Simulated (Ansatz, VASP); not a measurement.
# One calculation of ZrS, two programs

```
CELL_PARAMETERS angstrom
0.00000 2.56714 2.56714
2.74684 0.00000 2.56714
2.74684 2.56714 0.00000
ATOMIC_POSITIONS crystal
Zr 0.99632 0.00368 0.00368
S 0.51046 0.48954 0.48954
```

Change from the starting cell: mode 4 frozen in at -0.054 Å, normal strain along x +0.0700.

Alike in both runs: task single point; functional LDA; k mesh 16 × 16 × 16; occupations gaussian, width 0.15 eV; no spin polarisation.

```csv
,VASP,Ansatz
version,VASP 6.6.1,Ansatz 0.2.0
potentials or method,"VASP PAW LDA potentials, release 64 (Zr_sv, S), cutoff 520 eV","scalar-relativistic, plane waves, PAW"
valence electrons in the cell,18,18
```

|  | VASP | Ansatz | Ansatz less VASP |
| --- | --- | --- | --- |
| gap on the k mesh at the Fermi level (eV) | none | none | - |
| pressure (GPa) | -7.2 | -7.3 | -0.16 |
| traceless stress, the component that is largest in VASP (GPa) | -8.31 | -8.22 | +0.092 |
| rms of the force components (eV/Å) | 0.029 | 0.028 | -0.0014 |

Ansatz warns that its potentials were made for another functional, while VASP's fit it. LDA's correlation is that of Perdew and Zunger in VASP and of Perdew and Wang (1992) in Ansatz. Atom by atom the forces differ by 0.001 eV/Å (rms over components). A gap of «none» marks a metal or a gap that the smearing closes.
